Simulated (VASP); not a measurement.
# K (Fm-3m) in VASP: notebook, part 2 of 2

VASP 6.6.1.

## (4) Single point, r2SCAN

This run uses another cell than the first one, of 76.45 Å³/atom.

File POSCAR:

```
K
1.0
    0.0000000000      3.3685928673      3.3685928673
    3.3685928673      0.0000000000      3.3685928673
    3.3685928673      3.3685928673      0.0000000000
K
1
Direct
    0.0000000000      0.0000000000      0.0000000000
```

File INCAR.step1:

```
SYSTEM = K
PREC = Accurate ; ENCUT = 520
ISMEAR = -1 ; SIGMA = 0.05
LREAL = .FALSE. ; LASPH = .TRUE.
NELM = 80 ; NBANDS = 10
GGA = PE ; ALGO = Normal
EDIFF = 1E-4 ; LWAVE = .TRUE.
LCHARG = .FALSE.
```

File INCAR.step2:

```
SYSTEM = K
PREC = Accurate ; ENCUT = 520
EDIFF = 1E-7 ; ISMEAR = -1
SIGMA = 0.05 ; LREAL = .FALSE.
LASPH = .TRUE. ; NELM = 80
ALGO = Normal ; ISIF = 2
LWAVE = .FALSE. ; LCHARG = .FALSE.
METAGGA = R2SCAN ; LMIXTAU = .TRUE.
NBANDS = 10 ; ISTART = 1
```

File KPOINTS:

```
Automatic mesh
0
G
  7 7 7
  0 0 0
```

Potentials or basis: VASP PAW PBE potentials, release 64 (K_sv).

Run with:

```
$ cat potpaw_PBE.64/K_sv/POTCAR > POTCAR
$ cp INCAR.step1 INCAR
$ mpirun -np 1 vasp_std > vasp.out
$ cp INCAR.step2 INCAR
$ mpirun -np 1 vasp_std > vasp.out
```

OUTCAR:

```text
SYSTEM = K
   PREC = Accurate
   ENCUT = 520
   EDIFF = 1E-7
   ISMEAR = -1
   LREAL = .FALSE.
   LASPH = .TRUE.
   NELM = 80
   ISIF = 2
   METAGGA = R2SCAN
   ISTART = 1

 ion  position               nearest neighbor table
   1  0.000  0.000  0.000-

  LATTYP: Found a face centered cubic cell.
 ALAT       =     6.7371857346

  Lattice vectors:

 A1 = (   0.0000000000,   3.3685928673,   3.3685928673)
 A2 = (   3.3685928673,   0.0000000000,   3.3685928673)
 A3 = (   3.3685928673,   3.3685928673,   0.0000000000)

Analysis of symmetry for initial positions (statically):
=====================================================================
 Subroutine PRICEL returns:
 Original cell was already a primitive cell.

 Routine SETGRP: Setting up the symmetry group for a
 face centered cubic supercell.

 Subroutine GETGRP returns: Found 48 space group operations
 (whereof 48 operations were pure point group operations)
 out of a pool of 48 trial point group operations.

[... 155 lines left out ...]

 val. band max:       -0.3425097680   @ k =   0.4286   0.0000   0.0000
 cond. band min:      -0.0037634488   @ k =  -0.2857   0.2857   0.0000
 fundamental gap:      0.3387463192
 Fermi energy:        -0.0736619989

 k-point     1 :       0.0000    0.0000    0.0000
  band No.  band energies     occupation
      1     -33.8249      2.00000
      2     -16.4991      2.00000
      3     -16.4991      2.00000
      4     -16.4991      2.00000
      5      -2.4008      2.00000
      6       4.4691      0.00000
      7       4.4691      0.00000
      8       4.4691      0.00000
      9       5.7907      0.00000
     10       5.7907      0.00000
[... 235 lines left out ...]
 k-point    20 :      -0.2857    0.4286    0.1429
  band No.  band energies     occupation
      1     -33.8206      2.00000
      2     -16.5406      2.00000
      3     -16.5369      2.00000
      4     -16.5184      2.00000
      5       1.0879      0.00000
      6       1.5888      0.00000
      7       1.7846      0.00000
      8       3.6539      0.00000
      9       5.7363      0.00000
     10       6.3098      0.00000

------------------------ aborting loop because EDIFF is reached ----------------------------------------

  FORCE on cell =-STRESS in cart. coord.  units (eV):
  Direction    XX          YY          ZZ          XY          YZ          ZX
  --------------------------------------------------------------------------------------
  -------------------------------------------------------------------------------------
  Total       -0.0086342     -0.0086342     -0.0086342      0.0000000     -0.0000000      0.0000000
  in kB       -0.1809501     -0.1809501     -0.1809501      0.0000000     -0.0000000      0.0000000
  external PRESSURE =      -0.1809501 kB  Pullay stress =       0.0000000 kB

 VOLUME and BASIS-vectors are now :
 -----------------------------------------------------------------------------
  energy-cutoff  :      520.00
  volume of cell :       76.45
      direct lattice vectors                 reciprocal lattice vectors
     0.000000000  3.368592867  3.368592867    -0.148429929  0.148429929  0.148429929
     3.368592867  0.000000000  3.368592867     0.148429929 -0.148429929  0.148429929
     3.368592867  3.368592867  0.000000000     0.148429929  0.148429929 -0.148429929

 POSITION                                       TOTAL-FORCE (eV/Angst)
 -----------------------------------------------------------------------------------
      0.00000      0.00000      0.00000         0.000000      0.000000     -0.000000
 -----------------------------------------------------------------------------------
    total drift:                               -0.000000      0.000000      0.000000

  FREE ENERGIE OF THE ION-ELECTRON SYSTEM (eV)
  ---------------------------------------------------
  free  energy   TOTEN  =        -6.0230666428 eV

  energy  without entropy=       -6.0205437435  energy(sigma->0) =       -6.02180519
```

Wall time 36 s (1 thread of Intel Xeon 6975P-C (Granite Rapids), shared host); peak memory 0.21 GiB.

What came out:

```
Free energy            : -6.0231 eV
Pressure               : 0.0 GPa
Band gap on the k mesh : zero (an odd number of electrons rules out a gap without spin polarisation)
```

Caveat: the PAW data sets were made with another functional, which shifts forces and pressure a little.

## (5) Single point, r2SCAN+D3(BJ)

This run uses another cell than the first one, of 78.05 Å³/atom.

File POSCAR:

```
K
1.0
    0.0000000000      3.3918728180      3.3918728180
    3.3918728180      0.0000000000      3.3918728180
    3.3918728180      3.3918728180      0.0000000000
K
1
Direct
    0.0000000000      0.0000000000      0.0000000000
```

File INCAR.step1:

```
PREC = Accurate
ENCUT = 520
ISMEAR = -1
SIGMA = 0.05
LREAL = F
LASPH = T
NELM = 80
NBANDS = 10
GGA = PE
ALGO = Normal
EDIFF = 1E-4
LWAVE = T
LCHARG = F
```

File INCAR.step2:

```
PREC = Accurate
ENCUT = 520
EDIFF = 1E-6
ISMEAR = -1
SIGMA = 0.05
LREAL = F
LASPH = T
NELM = 80
ALGO = Normal
ISIF = 2
LWAVE = F
LCHARG = F
METAGGA = R2SCAN
LMIXTAU = T
IVDW = 12
VDW_S6 = 1.0
VDW_S8 = 0.78981345
VDW_A1 = 0.49484001
VDW_A2 = 5.73083694
NBANDS = 10
ISTART = 1
```

File KPOINTS:

```
regular mesh
0
Gamma
  7 7 7
```

Potentials or basis: VASP PAW PBE potentials, release 64 (K_sv).

Run with:

```
$ cat potpaw_PBE.64/K_sv/POTCAR > POTCAR
$ cp INCAR.step1 INCAR
$ mpirun -np 1 vasp_std > vasp.out
$ cp INCAR.step2 INCAR
$ mpirun -np 1 vasp_std > vasp.out
```

OUTCAR:

```text
PREC = Accurate
   ENCUT = 520
   EDIFF = 1E-6
   ISMEAR = -1
   LREAL = F
   LASPH = T
   NELM = 80
   ISIF = 2
   METAGGA = R2SCAN
   IVDW = 12
   ISTART = 1
 IVDW          = 12

 ion  position               nearest neighbor table
   1  0.000  0.000  0.000-

  LATTYP: Found a face centered cubic cell.
 ALAT       =     6.7837456360

  Lattice vectors:

 A1 = (   0.0000000000,   3.3918728180,   3.3918728180)
 A2 = (   3.3918728180,   0.0000000000,   3.3918728180)
 A3 = (   3.3918728180,   3.3918728180,   0.0000000000)

Analysis of symmetry for initial positions (statically):
=====================================================================
 Subroutine PRICEL returns:
 Original cell was already a primitive cell.

 Routine SETGRP: Setting up the symmetry group for a
 face centered cubic supercell.

 Subroutine GETGRP returns: Found 48 space group operations
 (whereof 48 operations were pure point group operations)
 out of a pool of 48 trial point group operations.

The static configuration has the point symmetry O_h .

Analysis of symmetry for dynamics (positions and initial velocities):
=====================================================================
 Subroutine PRICEL returns:
 Original cell was already a primitive cell.

 Routine SETGRP: Setting up the symmetry group for a
 face centered cubic supercell.

 Subroutine GETGRP returns: Found 48 space group operations
 (whereof 48 operations were pure point group operations)
 out of a pool of 48 trial point group operations.

The dynamic configuration has the point symmetry O_h .

 Subroutine INISYM returns: Found 48 space group operations
 (whereof 48 operations are pure point group operations),
 and found     1 'primitive' translations

----------------------------------------------------------------------------------------

                                     Primitive cell

  volume of cell :      78.0456

  direct lattice vectors                    reciprocal lattice vectors
     0.000000000  3.391872818  3.391872818    -0.147411188  0.147411188  0.147411188
     3.391872818  0.000000000  3.391872818     0.147411188 -0.147411188  0.147411188
     3.391872818  3.391872818  0.000000000     0.147411188  0.147411188 -0.147411188

  length of vectors
     4.796832541  4.796832541  4.796832541     0.255323666  0.255323666  0.255323666

  position of ions in fractional coordinates (direct lattice)
     0.000000000  0.000000000  0.000000000

  ion indices of the primitive-cell ions
   primitive index   ion index
                 1           1

----------------------------------------------------------------------------------------

 KPOINTS: regular mesh

Automatic generation of k-mesh.
 Grid dimensions read from file:
 generate k-points for:    7    7    7

 Generating k-lattice:

  Cartesian coordinates                     Fractional coordinates (reciprocal lattice)
    -0.021058741  0.021058741  0.021058741     0.142857143  0.000000000  0.000000000
     0.021058741 -0.021058741  0.021058741     0.000000000  0.142857143  0.000000000
     0.021058741  0.021058741 -0.021058741     0.000000000  0.000000000  0.142857143

  Length of vectors
     0.036474809  0.036474809  0.036474809

  Shift w.r.t. Gamma in fractional coordinates (k-lattice)
     0.000000000  0.000000000  0.000000000

 Subroutine IBZKPT returns following result:
 ===========================================

 Found     20 irreducible k-points:

 Following reciprocal coordinates:
            Coordinates               Weight
  0.000000  0.000000  0.000000      1.000000
  0.142857  0.000000  0.000000      8.000000
  0.285714  0.000000  0.000000      8.000000
  0.428571  0.000000  0.000000      8.000000
  0.142857  0.142857  0.000000      6.000000
  0.285714  0.142857  0.000000     24.000000
[... 12 lines left out ...]
 -0.428571  0.428571  0.142857     24.000000
 -0.285714  0.428571  0.142857     24.000000
   k-points           NKPTS =     20   k-points in BZ     NKDIM =     20   number of bands    NBANDS=     10
   number of dos      NEDOS =    301   number of ions     NIONS =      1
   total plane-waves  NPLWV =  46656
   dimension x,y,z NGX =    36 NGY =   36 NGZ =   36
   dimension x,y,z NGXF=    72 NGYF=   72 NGZF=   72
   ions per type =               1
   NGX,Y,Z   is equivalent  to a cutoff of  12.48, 12.48, 12.48 a.u.
   NGXF,Y,Z  is equivalent  to a cutoff of  24.95, 24.95, 24.95 a.u.
 SYSTEM =  unknown system
   PREC   = accura    normal or accurate (medium, high low for compatibility)
   ISTART =      1    job   : 0-new  1-cont  2-samecut
   ICHARG =      0    charge: 1-file 2-atom 10-const
   ISPIN  =      1    spin polarized calculation?
   LNONCOLLINEAR =      F non collinear calculations
   LSORBIT =      F    spin-orbit coupling
   LASPH  =      T    aspherical Exc in radial PAW
   ENCUT  =  520.0 eV  38.22 Ry    6.18 a.u.   8.92  8.92  8.92*2*pi/ulx,y,z
   NELM   =     80;   NELMIN=  2; NELMDL=  0     # of ELM steps
   EDIFF  = 0.1E-05   stopping-criterion for ELM
   LREAL  =      F    real-space projection
   EDIFFG = 0.1E-04   stopping-criterion for IOM
   NSW    =      0    number of steps for IOM
   IBRION =     -1    ionic relax: 0-MD 1-quasi-New 2-CG
   NFREE  =      0    steps in history (QN), initial steepest desc. (CG)
   ISIF   =      2    stress and relaxation
   ISYM   =      2    0-nonsym 1-usesym 2-fastsym
   POTIM  = 0.5000    time-step for ionic-motion
   TEBEG  =    0.0;   TEEND  =   0.0 temperature during run
   PSTRESS=    0.0 pullay stress
   NELECT =       9.0000    total number of electrons
   NUPDOWN=      -1.0000    fix difference up-down
   EMIN   =  10.00;   EMAX   =-10.00  energy-range for DOS
   EFERMI =   0.00;   METHOD = LEGACY
   ISMEAR =    -1;   SIGMA  =   0.05  broadening in eV -4-tet -1-fermi 0-gaus
   EFERMI_NEDOS =   21; number of points for ismear=-14 and -15
   IALGO  =     38    algorithm
   IMIX   =      4    mixing-type and parameters
     AMIX     =   0.40;   BMIX     =  1.00
     AMIX_MAG =   1.60;   BMIX_MAG =  1.00
  volume/ion in A,a.u.               =      78.05       526.68
  Fermi-wavevector in a.u.,A,eV,Ry     =   0.796843  1.505815  8.639139  0.634959
  Thomas-Fermi vector in A             =   1.903445
   LORBIT       =      0    0 simple, 1 ext, 2 COOP (PROOUT), +10 PAW based schemes
   METAGGA = R2SCAN    functional components
   LHFCALC =     F    Hartree Fock is set to
   AEXX    =    0.0000 exact exchange contribution
   IVDW    =    12    specifies the selected vdW correction
   LEPSILON=     F    determine dielectric tensor
   LRPA    =     F    only Hartree local field effects (RPA)
 non-spin polarized calculation
  energy-cutoff  :      520.00
  volume of cell :       78.05
 maximum number of plane-waves:      2126
   NGX = 17   NGY = 17   NGZ = 17

 number of electron       9.0000002 magnetization

 Free energy of the ion-electron system (eV)
  ---------------------------------------------------
  ext. energy  EPLUGINS =         0.00000000
  ---------------------------------------------------
  free energy    TOTEN  =        -6.02280240 eV

  energy without entropy =       -6.02024717  energy(sigma->0) =       -6.02152479

 E-fermi :  -0.1179     XC(G=0):  -5.7618

 val. band max:       -0.3835444759   @ k =   0.4286   0.0000   0.0000
 cond. band min:      -0.0480542501   @ k =  -0.2857   0.2857   0.0000
 fundamental gap:      0.3354902259
 Fermi energy:        -0.1179154440

 k-point     1 :       0.0000    0.0000    0.0000
  band No.  band energies     occupation
      1     -33.8820      2.00000
      2     -16.5572      2.00000
      3     -16.5572      2.00000
      4     -16.5572      2.00000
      5      -2.4149      2.00000
      6       4.4050      0.00000
      7       4.4050      0.00000
      8       4.4050      0.00000
      9       5.7126      0.00000
     10       5.7126      0.00000
[... 235 lines left out ...]
 k-point    20 :      -0.2857    0.4286    0.1429
  band No.  band energies     occupation
      1     -33.8781      2.00000
      2     -16.5958      2.00000
      3     -16.5924      2.00000
      4     -16.5752      2.00000
      5       1.0417      0.00000
      6       1.5288      0.00000
      7       1.7315      0.00000
      8       3.5602      0.00000
      9       5.6385      0.00000
     10       6.2189      0.00000

------------------------ aborting loop because EDIFF is reached ----------------------------------------

 Edisp (eV)   -0.04916

 E8    (eV) :    -0.0213

  FORCE on cell =-STRESS in cart. coord.  units (eV):
  Direction    XX          YY          ZZ          XY          YZ          ZX
  --------------------------------------------------------------------------------------
  -------------------------------------------------------------------------------------
  Total      -0.09201    -0.09201    -0.09201     0.00000     0.00000     0.00000
  in kB      -1.88877    -1.88877    -1.88877     0.00000     0.00000     0.00000
  external pressure =       -1.89 kB  Pullay stress =        0.00 kB

 VOLUME and BASIS-vectors are now :
 -----------------------------------------------------------------------------
  energy-cutoff  :      520.00
  volume of cell :       78.05
      direct lattice vectors                 reciprocal lattice vectors
     0.000000000  3.391872818  3.391872818    -0.147411188  0.147411188  0.147411188
     3.391872818  0.000000000  3.391872818     0.147411188 -0.147411188  0.147411188
     3.391872818  3.391872818  0.000000000     0.147411188  0.147411188 -0.147411188

 POSITION                                       TOTAL-FORCE (eV/Angst)
 -----------------------------------------------------------------------------------
      0.00000      0.00000      0.00000        -0.000000      0.000000     -0.000000
 -----------------------------------------------------------------------------------
    total drift:                               -0.000000      0.000000      0.000000

  FREE ENERGIE OF THE ION-ELECTRON SYSTEM (eV)
  ---------------------------------------------------
  free  energy   TOTEN  =        -6.0719581399 eV

  energy  without entropy=       -6.0694029031  energy(sigma->0) =       -6.07068052
```

OUTCAR.step1:

```text
PREC = Accurate
   ENCUT = 520
   ISMEAR = -1
   LREAL = F
   LASPH = T
   NELM = 80
[... 466 lines left out ...]

 POSITION                                       TOTAL-FORCE (eV/Angst)
 -----------------------------------------------------------------------------------
      0.00000      0.00000      0.00000         0.000000     -0.000000      0.000000
 -----------------------------------------------------------------------------------
    total drift:                               -0.000000      0.000000      0.000000

  FREE ENERGIE OF THE ION-ELECTRON SYSTEM (eV)
  ---------------------------------------------------
  free  energy   TOTEN  =        -1.0565100042 eV

  energy  without entropy=       -1.0537248976  energy(sigma->0) =       -1.05511745
```

Run time: 25 s. Hardware: 1 thread of Intel Xeon 6975P-C (Granite Rapids), shared host; peak memory 0.2 GiB.

What came out:

```yaml
Free_energy: -6.0720 eV
Pressure: -0.2 GPa
Band_gap_on_the_k_mesh: zero (an odd number of electrons rules out a gap without spin polarisation)
Dispersion_energy_per_atom: -0.049 eV
```

Levels at points of the mesh, in eV from the Fermi level:
```tsv
k point	band 2	band 3	band 4	band 5	band 6	band 7	band 8	band 9
(0.00, 0.00, 0.00)	-16.44	-16.44	-16.44	-2.30	4.52	4.52	4.52	5.83
```

Caveat: three body term missing; the PAW data sets were made with another functional, which shifts forces and pressure a little.

## (6) Relaxation of cell and atoms, r2SCAN

This run uses another cell than the first one, of 78.05 Å³/atom.

POSCAR is that of step 5.

File INCAR.step1:

```
ALGO = Normal ; EDIFF = 1E-4
ENCUT = 600 ; GGA = PE
ISMEAR = -1 ; LASPH = True
LCHARG = False ; LREAL = False
LWAVE = True ; NELM = 80
PREC = Accurate ; SIGMA = 0.05
```

File INCAR.step2:

```
ALGO = Normal ; EDIFF = 1E-6
EDIFFG = -0.01 ; ENCUT = 600
IBRION = 2 ; ISIF = 3
ISMEAR = -1 ; ISTART = 1
LASPH = True ; LCHARG = False
LMIXTAU = True ; LREAL = False
LWAVE = False ; METAGGA = R2SCAN
NELM = 80 ; NSW = 60
PREC = Accurate ; SIGMA = 0.05
```

File KPOINTS:

```
k-points
0
Gamma
  7 7 7
```

Potentials or basis: VASP PAW PBE potentials, release 64 (K_sv).

Run with:

```
$ cat potpaw_PBE.64/K_sv/POTCAR > POTCAR
$ cp INCAR.step1 INCAR
$ mpirun -np 1 vasp_std > vasp.out
$ cp INCAR.step2 INCAR
$ mpirun -np 1 vasp_std > vasp.out
```

It took 81 s on 1 thread of Intel Xeon 6975P-C (Granite Rapids), shared host; peak memory 0.25 GiB.

The run converged. Its results:

```
Free energy                           : -6.0243 eV
Relaxed volume                        : 76.77 Å³/atom
Relaxed cell                          : a = 4.771 Å, b = 4.771 Å, c = 4.771 Å, α = 60.00°, β = 60.00°, γ = 60.00°
Space group after relaxing (to 0.1 Å) : Fm-3m (No. 225)
Energy gained by relaxing             : 0.3 meV/atom
Ionic steps                           : 3
Pressure after relaxing               : 0.0 GPa
Band gap on the k mesh                : zero (an odd number of electrons rules out a gap without spin polarisation)
```

Step by step:
```
step  energy change (eV)  largest force (eV/Å)  pressure (GPa)  volume (Å³)
   1              0.0000                0.0000           -0.07        78.05
   2             -0.0001                0.0000           -0.05        77.67
   3             -0.0003                0.0000           -0.01        76.77
```

Final structure:
```
K
1.0
     0.00000    3.37334    3.37334
     3.37334    0.00000    3.37334
     3.37334    3.37334    0.00000
K
1
Direct
  0.00000 0.00000 0.00000
```

Levels at points of the mesh, in eV from the Fermi level:
```csv
k point,band 2,band 3,band 4,band 5,band 6,band 7,band 8
"(0.00, 0.00, 0.00)",-16.43,-16.43,-16.43,-2.32,4.54,4.54,4.54
```

Caveat: the PAW data sets were made with another functional, which shifts forces and pressure a little.

## (7) Overview

```csv
task,level,cell,cutoff (eV),gap on the mesh (eV),pressure (GPa)
single point,r2SCAN+D4,"a = 4.744 Å, angles 60.0°, 1 atom",520,none,0.0
single point,r2SCAN+rVV10,"a = 4.724 Å, angles 60.0°, 1 atom",520,none,0.0
single point,r2SCAN,"a = 4.764 Å, angles 60.0°, 1 atom",520,none,0.0
single point,r2SCAN+D3(BJ),"a = 4.797 Å, angles 60.0°, 1 atom",520,none,-0.2
relaxation of cell and atoms,r2SCAN,"relaxed from a = 4.797 Å, angles 60.0°, 1 atom",600,none,0.0
```

Alike in all rows: potentials or basis VASP PAW PBE potentials, release 64 (K_sv); no spin polarisation; k mesh 7 × 7 × 7; smearing fermi-dirac 0.05 eV.

Caveats: the PAW data sets were made with another functional, which shifts forces and pressure a little; three body term missing (at least some runs).

Total energies depend on the potentials used, so only differences within one code and one set of settings carry meaning.
